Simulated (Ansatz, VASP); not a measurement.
**SiGe3Ru: VASP beside Ansatz**

```xyz
10
Lattice="5.8602 0.0000 0.0000 -2.9301 5.0751 0.0000 0.0000 0.0000 5.8940" Properties=species:S:1:pos:R:3 pbc="T T T"
Si    0.0000    0.0000    2.9470
Si    0.0000    0.0000    0.0000
Ge   -0.6426    4.8556    4.4205
Ge    1.5962    3.2038    4.4205
Ge   -0.9537    2.0908    4.4205
Ge   -1.5962    3.2038    1.4735
Ge    0.9537    2.0908    1.4735
Ge    0.6426    4.8556    1.4735
Ru    2.9301    1.6917    0.0000
Ru    2.9301    1.6917    2.9470
```

Change from the starting cell: species swapped into the LiScI3 type (P-6c2, No. 188).

Alike in both runs: task relaxation of cell and atoms; functional PBE; k mesh 6 × 6 × 6; occupations gaussian, width 0.1 eV; no spin polarisation.

|  | VASP | Ansatz |
| --- | --- | --- |
| version | VASP 6.6.1 | Ansatz 0.2.0 |
| potentials or method | VASP PAW PBE potentials, release 64 (Si, Ge_d, Ru_pv), cutoff 600 eV | scalar-relativistic, plane waves, PAW |
| valence electrons in the cell | 120 | 124 |

|  | VASP | Ansatz | Ansatz less VASP |
| --- | --- | --- | --- |
| gap on the k mesh at the Fermi level, each at its own relaxed structure (eV) | none | none | - |
| relaxed volume (Å³/atom) | 17.53 | 17.51 | -0.014 |
| relaxed cell length with the largest relative difference (Å) | 5.876 | 5.874 | -0.0017 |

A gap of «none» marks a metal or a gap that the smearing closes. VASP's potentials hold 120 valence electrons a cell and Ansatz's 124, so a difference there can come from the potentials and not from the codes.
